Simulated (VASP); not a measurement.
Input of a VASP 6.6.1 run:

The input INCAR:

```
SYSTEM = Sr3NbO6
ALGO = Normal
EDIFF = 1E-6
ENCUT = 520
GGA = PE
ISIF = 2
ISMEAR = 1
LASPH = .True.
LCHARG = .False.
LREAL = .False.
LWAVE = .False.
NBANDS = 50
NELM = 100
PREC = Accurate
SIGMA = 0.1
```

File KPOINTS:

```
k-points
0
Gamma
  4 4 4
  0 0 0
```

File POSCAR:

```
Sr3NbO6
1.0
    0.0000000000      4.3613110000      4.3613110000
    4.3613110000      0.0000000000      4.3613110000
    4.3613110000      4.3613110000      0.0000000000
Sr Nb O
3 1 6
Direct
    0.2500000000      0.2500000000      0.2500000000
    0.7500000000      0.7500000000      0.7500000000
    0.5000000000      0.5000000000      0.5000000000
    0.0000000000      0.0000000000      0.0000000000
    0.7707170000      0.2292830000      0.2292830000
    0.2292830000      0.7707170000      0.7707170000
    0.2292830000      0.7707170000      0.2292830000
    0.7707170000      0.2292830000      0.7707170000
    0.2292830000      0.2292830000      0.7707170000
    0.7707170000      0.7707170000      0.2292830000
```

Potentials or basis: VASP PAW PBE potentials, release 64 (Sr_sv, Nb_sv, O).

Command:

```bash
$ cat potpaw_PBE.64/Sr_sv/POTCAR potpaw_PBE.64/Nb_sv/POTCAR potpaw_PBE.64/O/POTCAR > POTCAR
$ mpirun -np 1 vasp_std > vasp.out
```

Q: Estimate the band gap on the k mesh.

A: Zero (an odd number of electrons rules out a gap without spin polarisation).

Q: Predict the largest force.

A: 0.477 eV/Å.

Q: Estimate the pressure.

A: -2.2 GPa.

Forces on the atoms (eV/Å):
```
Sr   0.000  0.000  0.000
Sr   0.000  0.000  0.000
Sr   0.000  0.000  0.000
Nb   0.000  0.000  0.000
O   -0.477  0.000  0.000
O    0.477  0.000  0.000
O    0.000 -0.477  0.000
O    0.000  0.477  0.000
O    0.000  0.000 -0.477
O    0.000  0.000  0.477
```

Caveat: an odd number of electrons without spin polarisation forces a metal; a magnetic or distorted state may lie lower.
